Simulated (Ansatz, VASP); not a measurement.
**One calculation of MgS, two programs**

Contents of POSCAR:

```
MgS
1.0
    0.0000000000      2.6016500000      2.6016500000
    2.6016500000      0.0000000000      2.6016500000
    2.6016500000      2.6016500000      0.0000000000
S Mg
1 1
Direct
    0.5000000000      0.5000000000      0.5000000000
    0.0000000000      0.0000000000      0.0000000000
```

Contents of INCAR.step1:

```
SYSTEM = MgS
PREC = Accurate
ENCUT = 520
EDIFF = 1E-5
ISMEAR = -1
SIGMA = 0.05
LREAL = .False.
LASPH = .True.
NELM = 100
ALGO = Normal
ISIF = 2
LWAVE = .True.
GGA = PE
NBANDS = 11
```

File INCAR.step2:

```
SYSTEM = MgS
PREC = Accurate
ENCUT = 520
EDIFF = 1E-7
ISMEAR = -1
SIGMA = 0.05
LREAL = .False.
LASPH = .True.
NELM = 100
ALGO = Normal
ISIF = 2
LWAVE = .False.
LCHARG = .True.
METAGGA = R2SCAN
LHFCALC = .True.
AEXX = 0.35
LMIXTAU = .True.
PRECFOCK = Normal
LELF = .True.
LVHAR = .True.
ISTART = 1
NBANDS = 11
```

KPOINTS

```
regular mesh
0
Gamma
  5 5 5
  0 0 0
```

input.yaml

```yaml
crystal:
  lattice:
    - [0.0, 2.60165, 2.60165]
    - [2.60165, 0.0, 2.60165]
    - [2.60165, 2.60165, 0.0]
  atoms:
    - { symbol: S, position: [0.5, 0.5, 0.5] }
    - { symbol: Mg, position: [0.0, 0.0, 0.0] }
hamiltonian:
  xc: { exchange: r2scan, correlation: r2scan, exx: { coeff: 0.35 } }
  pseudopotentials: { kind: paw }
kpoints:
  mp_grid: { grid: [5, 5, 5] }
scf:
  occupations: { method: fermi_dirac, width: 0.05 }
output:
  forces: true
  stress: true
  eigenvalues: true
  write_density: true
  write_potential: true
  elf: true
  volumetric_format: npy
```

Alike in both runs: task single point; functional r2SCAN-based global hybrid; k mesh 5 × 5 × 5; occupations fermi-dirac, width 0.05 eV; no spin polarisation.

|  | VASP | Ansatz |
| --- | --- | --- |
| version | VASP 6.6.1 | Ansatz 0.2.0 |
| potentials or method | VASP PAW PBE potentials, release 64 (S, Mg) | Ansatz PAW |
| plane-wave cutoff (eV) | 520 | 500 |
| valence electrons in the cell | 8 | 16 |

```csv
,VASP,Ansatz,Ansatz less VASP
gap on the k mesh at the Fermi level (eV),5.97,6.02,+0.047
least direct gap on the mesh (eV),6.68,6.69,+0.013
pressure (GPa),-1.6,-1.1,+0.51
```

VASP's potentials were made for PBE, not for r2SCAN-based global hybrid. With one functional, cell and mesh, what is left measures potentials, basis and numerics. VASP's potentials hold 8 valence electrons a cell and Ansatz's 16, so a difference there can come from the potentials and not from the codes.

Noted on Ansatz's run: odd divisions of the mesh miss points on the zone boundary, where band edges often lie, so the gap on the mesh can be too wide.
